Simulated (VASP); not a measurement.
# TiC (rocksalt type) (Fm-3m) in VASP: a series of runs, part 2 of 2

VASP 6.6.1.

## Step 5: Density of states, PBE (volume scaled by 0.88)

Contents of POSCAR:

```
TiC
1.0
    0.0000000000      2.0759620162      2.0759620162
    2.0759620162      0.0000000000      2.0759620162
    2.0759620162      2.0759620162      0.0000000000
Ti C
1 1
Direct
    0.0000000000      0.0000000000      0.0000000000
    0.5000000000      0.5000000000      0.5000000000
```

Contents of INCAR.step1:

```
PREC     = Accurate       # precision mode
ENCUT    = 520            # plane-wave cutoff, eV
EDIFF    = 1E-6           # SCF threshold, eV
ISMEAR   = -1             # smearing method
SIGMA    = 0.05           # smearing width, eV
LREAL    = False          # projectors in reciprocal space
LASPH    = True           # aspherical terms in the spheres
NELM     = 60             # most SCF steps
ALGO     = Normal         # electronic algorithm
ISIF     = 2              # what is computed and relaxed
LWAVE    = False          # write WAVECAR
LCHARG   = True           # write CHGCAR
LMAXMIX  = 4              # l up to which the mixer works
GGA      = PE             # functional
NBANDS   = 15             # bands
```

Contents of KPOINTS.step1:

```
Automatic mesh
0
Gamma
  15 15 15
```

Contents of INCAR.step2:

```
PREC     = Accurate       # precision mode
ENCUT    = 520            # plane-wave cutoff, eV
EDIFF    = 1E-6           # SCF threshold, eV
ISMEAR   = -5             # smearing method
SIGMA    = 0.05           # smearing width, eV
LREAL    = False          # projectors in reciprocal space
LASPH    = True           # aspherical terms in the spheres
NELM     = 60             # most SCF steps
ALGO     = Normal         # electronic algorithm
ISIF     = 2              # what is computed and relaxed
LWAVE    = False          # write WAVECAR
LCHARG   = False          # write CHGCAR
LMAXMIX  = 4              # l up to which the mixer works
GGA      = PE             # functional
LORBIT   = 10             # projections on sites
NEDOS    = 2001           # points of the DOS
ICHARG   = 11             # starting density
```

Contents of KPOINTS.step2:

```
Automatic mesh
0
Gamma
  23 23 23
```

Potentials or basis: VASP PAW PBE potentials, release 64 (Ti_sv, C).

The run is started by

```
cat potpaw_PBE.64/Ti_sv/POTCAR potpaw_PBE.64/C/POTCAR > POTCAR
cp INCAR.step1 INCAR
cp KPOINTS.step1 KPOINTS
mpirun -np 1 vasp_std > vasp.out
cp INCAR.step2 INCAR
cp KPOINTS.step2 KPOINTS
mpirun -np 1 vasp_std > vasp.out
```

OUTCAR:

```text
PREC = Accurate
   ENCUT = 520
   EDIFF = 1E-6
   ISMEAR = -5
   LREAL = False
   LASPH = True
   NELM = 60
   ISIF = 2
   GGA = PE
   LORBIT = 10
   ICHARG = 11

 ion  position               nearest neighbor table
   1  0.000  0.000  0.000-   2 2.08   2 2.08   2 2.08   2 2.08   2 2.08   2 2.08
   2  0.500  0.500  0.500-   1 2.08   1 2.08   1 2.08   1 2.08   1 2.08   1 2.08

  LATTYP: Found a face centered cubic cell.
 ALAT       =     4.1519240324

  Lattice vectors:

 A1 = (   0.0000000000,   2.0759620162,   2.0759620162)
 A2 = (   2.0759620162,   0.0000000000,   2.0759620162)
 A3 = (   2.0759620162,   2.0759620162,   0.0000000000)

Analysis of symmetry for initial positions (statically):
=====================================================================
 Subroutine PRICEL returns:
 Original cell was already a primitive cell.

 Routine SETGRP: Setting up the symmetry group for a
 face centered cubic supercell.

 Subroutine GETGRP returns: Found 48 space group operations
 (whereof 48 operations were pure point group operations)
 out of a pool of 48 trial point group operations.

The static configuration has the point symmetry O_h .

Analysis of symmetry for dynamics (positions and initial velocities):
=====================================================================
 Subroutine PRICEL returns:
 Original cell was already a primitive cell.

 Routine SETGRP: Setting up the symmetry group for a
 face centered cubic supercell.

 Subroutine GETGRP returns: Found 48 space group operations
 (whereof 48 operations were pure point group operations)
 out of a pool of 48 trial point group operations.

The dynamic configuration has the point symmetry O_h .

 Subroutine INISYM returns: Found 48 space group operations
 (whereof 48 operations are pure point group operations),
 and found     1 'primitive' translations

----------------------------------------------------------------------------------------

                                     Primitive cell

  volume of cell :      17.8932

  direct lattice vectors                    reciprocal lattice vectors
     0.000000000  2.075962016  2.075962016    -0.240852191  0.240852191  0.240852191
     2.075962016  0.000000000  2.075962016     0.240852191 -0.240852191  0.240852191
     2.075962016  2.075962016  0.000000000     0.240852191  0.240852191 -0.240852191

  length of vectors
     2.935853638  2.935853638  2.935853638     0.417168232  0.417168232  0.417168232

  position of ions in fractional coordinates (direct lattice)
     0.000000000  0.000000000  0.000000000
     0.500000000  0.500000000  0.500000000

  ion indices of the primitive-cell ions
   primitive index   ion index
                 1           1
                 2           2

----------------------------------------------------------------------------------------

 KPOINTS: Automatic mesh

Automatic generation of k-mesh.
 Grid dimensions read from file:
[... 50 lines left out ...]
   number of dos      NEDOS =   2001   number of ions     NIONS =      2
   total plane-waves  NPLWV =  13824
   dimension x,y,z NGX =    24 NGY =   24 NGZ =   24
   dimension x,y,z NGXF=    48 NGYF=   48 NGZF=   48
   ions per type =               1   1
   NGX,Y,Z   is equivalent  to a cutoff of  13.59, 13.59, 13.59 a.u.
   NGXF,Y,Z  is equivalent  to a cutoff of  27.18, 27.18, 27.18 a.u.
 SYSTEM =  unknown system
   PREC   = accura    normal or accurate (medium, high low for compatibility)
   ISTART =      0    job   : 0-new  1-cont  2-samecut
   ICHARG =     11    charge: 1-file 2-atom 10-const
   ISPIN  =      1    spin polarized calculation?
   LNONCOLLINEAR =      F non collinear calculations
   LSORBIT =      F    spin-orbit coupling
   LASPH  =      T    aspherical Exc in radial PAW
   ENCUT  =  520.0 eV  38.22 Ry    6.18 a.u.   5.46  5.46  5.46*2*pi/ulx,y,z
   NELM   =     60;   NELMIN=  2; NELMDL=  0     # of ELM steps
   EDIFF  = 0.1E-05   stopping-criterion for ELM
   LREAL  =      F    real-space projection
   EDIFFG = 0.1E-04   stopping-criterion for IOM
   NSW    =      0    number of steps for IOM
   IBRION =     -1    ionic relax: 0-MD 1-quasi-New 2-CG
   NFREE  =      0    steps in history (QN), initial steepest desc. (CG)
   ISIF   =      2    stress and relaxation
   ISYM   =      2    0-nonsym 1-usesym 2-fastsym
   POTIM  = 0.5000    time-step for ionic-motion
   TEBEG  =    0.0;   TEEND  =   0.0 temperature during run
   PSTRESS=    0.0 pullay stress
   NELECT =      16.0000    total number of electrons
   NUPDOWN=      -1.0000    fix difference up-down
   EMIN   =  10.00;   EMAX   =-10.00  energy-range for DOS
   EFERMI =   0.00;   METHOD = LEGACY
   ISMEAR =    -5;   SIGMA  =   0.05  broadening in eV -4-tet -1-fermi 0-gaus
   EFERMI_NEDOS =   21; number of points for ismear=-14 and -15
   IALGO  =     38    algorithm
   IMIX   =      4    mixing-type and parameters
     AMIX     =   0.40;   BMIX     =  1.00
     AMIX_MAG =   1.60;   BMIX_MAG =  1.00
  volume/ion in A,a.u.               =       8.95        60.37
  Fermi-wavevector in a.u.,A,eV,Ry     =   1.577195  2.980467 33.845097  2.487544
  Thomas-Fermi vector in A             =   2.677914
   LORBIT       =     10    0 simple, 1 ext, 2 COOP (PROOUT), +10 PAW based schemes
   GGA     = PE    functional components
   LHFCALC =     F    Hartree Fock is set to
   AEXX    =    0.0000 exact exchange contribution
   IVDW    =     0    specifies the selected vdW correction
   LEPSILON=     F    determine dielectric tensor
   LRPA    =     F    only Hartree local field effects (RPA)
 non-spin polarized calculation
 Fermi weights with tetrahedron method with Bloechl corrections
  energy-cutoff  :      520.00
  volume of cell :       17.89
 maximum number of plane-waves:       531
 NGX is ok and might be reduce to    24

 number of electron      15.9999998 magnetization

 Free energy of the ion-electron system (eV)
  ---------------------------------------------------
  ext. energy  EPLUGINS =         0.00000000
  ---------------------------------------------------
  free energy    TOTEN  =       -18.42188753 eV

  energy without entropy =      -18.42188753  energy(sigma->0) =      -18.42188753

 E-fermi :  10.9992     XC(G=0): -13.3690

 val. band max:       11.0586111761   @ k =   0.4783   0.4783   0.0000
 cond. band min:      10.9761262523   @ k =   0.4348   0.4348   0.0000
 fundamental gap:     -0.0824849238
 Fermi energy:        10.9992004694

 k-point     1 :       0.0000    0.0000    0.0000
  band No.  band energies     occupation
      1     -45.2488      2.00000
      2     -21.1845      2.00000
      3     -21.1845      2.00000
      4     -21.1845      2.00000
      5      -2.0045      2.00000
      6      11.7028      0.00000
      7      11.7028      0.00000
      8      11.7028      0.00000
      9      12.8208      0.00000
     10      12.8208      0.00000
     11      12.8208      0.00000
     12      12.9667      0.00000
[... 331 lines left out ...]
 k-point    24 :      -0.4783    0.0435    0.0000
  band No.  band energies     occupation
      1     -45.1195      2.00000
      2     -21.9676      2.00000
      3     -21.2660      2.00000
      4     -21.2574      2.00000
      5       2.1019      2.00000
      6       4.5918      2.00000
      7       7.6564      2.00000
      8       7.6681      2.00000
      9      14.3926      0.00000
     10      14.4068      0.00000
     11      15.8169      0.00000
     12      19.8725      0.00000

 [... further k-points ...]

------------------------ aborting loop because EDIFF is reached ----------------------------------------

  FORCE on cell =-STRESS in cart. coord.  units (eV):
  Direction    XX          YY          ZZ          XY          YZ          ZX
  --------------------------------------------------------------------------------------
  -------------------------------------------------------------------------------------
  Total        4.6216977      4.6216977      4.6216977      0.0000000      0.0000000     -0.0000000
  in kB      413.8318491    413.8318491    413.8318491      0.0000000      0.0000000     -0.0000000
  external PRESSURE =     413.8318491 kB  Pullay stress =       0.0000000 kB

 VOLUME and BASIS-vectors are now :
 -----------------------------------------------------------------------------
  energy-cutoff  :      520.00
  volume of cell :       17.89
      direct lattice vectors                 reciprocal lattice vectors
     0.000000000  2.075962016  2.075962016    -0.240852191  0.240852191  0.240852191
     2.075962016  0.000000000  2.075962016     0.240852191 -0.240852191  0.240852191
     2.075962016  2.075962016  0.000000000     0.240852191  0.240852191 -0.240852191

 POSITION                                       TOTAL-FORCE (eV/Angst)
 -----------------------------------------------------------------------------------
      0.00000      0.00000      0.00000        -0.000000      0.000000     -0.000000
      2.07596      2.07596      2.07596         0.000000     -0.000000      0.000000
 -----------------------------------------------------------------------------------
    total drift:                                0.000000     -0.000000     -0.000000

  FREE ENERGIE OF THE ION-ELECTRON SYSTEM (eV)
  ---------------------------------------------------
  free  energy   TOTEN  =       -18.4218875325 eV

  energy  without entropy=      -18.4218875325  energy(sigma->0) =      -18.42188753

 total charge

# of ion       s       p       d       tot
------------------------------------------
    1        2.230   6.321   2.124  10.675
    2        0.916   1.581   0.000   2.498
--------------------------------------------------
tot          3.146   7.902   2.124  13.173
```

Wall time 2.6 min (1 thread of AMD EPYC 7R43 (Zen 3), shared host); peak memory 0.18 GiB.

Results:

| Item | Value |
| --- | --- |
| Valence electrons inside the program's atomic spheres | Ti 10.68; C 2.50 |

Levels at points of the mesh, in eV from the Fermi level:
| k point | band 5 | band 6 | band 7 | band 8 | band 9 | band 10 | band 11 | band 12 |
| --- | --- | --- | --- | --- | --- | --- | --- | --- |
| (0.00, 0.00, 0.00) | -13.00 | 0.70 | 0.70 | 0.70 | 1.82 | 1.82 | 1.82 | 1.97 |

Caveat: tetrahedron occupations give inexact forces and stress in metals.
